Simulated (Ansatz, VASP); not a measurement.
# PbO: VASP beside Ansatz

```
Pb O
1.0
     4.05682    0.00000    0.00000
     0.00000    4.05682    0.00000
     0.00000    0.00000    5.59707
Pb O
2 2
Direct
  0.50000 0.00000 0.21262
  0.00000 0.50000 0.78738
  0.00000 0.00000 0.00000
  0.50000 0.50000 0.00000
```

Alike in both runs: task single point; functional PBE; k mesh 8 × 8 × 6; occupations gaussian, width 0.05 eV; non-collinear spin, spin-orbit coupling.

```csv
,VASP,Ansatz
version,VASP 6.6.1,Ansatz 0.2.0
potentials or method,"VASP PAW PBE potentials, release 64 (Pb_d, O), cutoff 520 eV","plane waves, PAW"
valence electrons in the cell,40,40
```

|  | VASP | Ansatz | Ansatz less VASP |
| --- | --- | --- | --- |
| pressure (GPa) | 0.0 | -0.1 | -0.09 |
| traceless stress, the component that is largest in VASP (GPa) | 0.17 | 0.27 | +0.108 |
| rms of the force components (eV/Å) | 0.025 | 0.013 | -0.0116 |
| net moment per atom (μB) | 0.00 | 0.00 | 0.000 |

Atom by atom the forces differ by 0.012 eV/Å (rms over components).
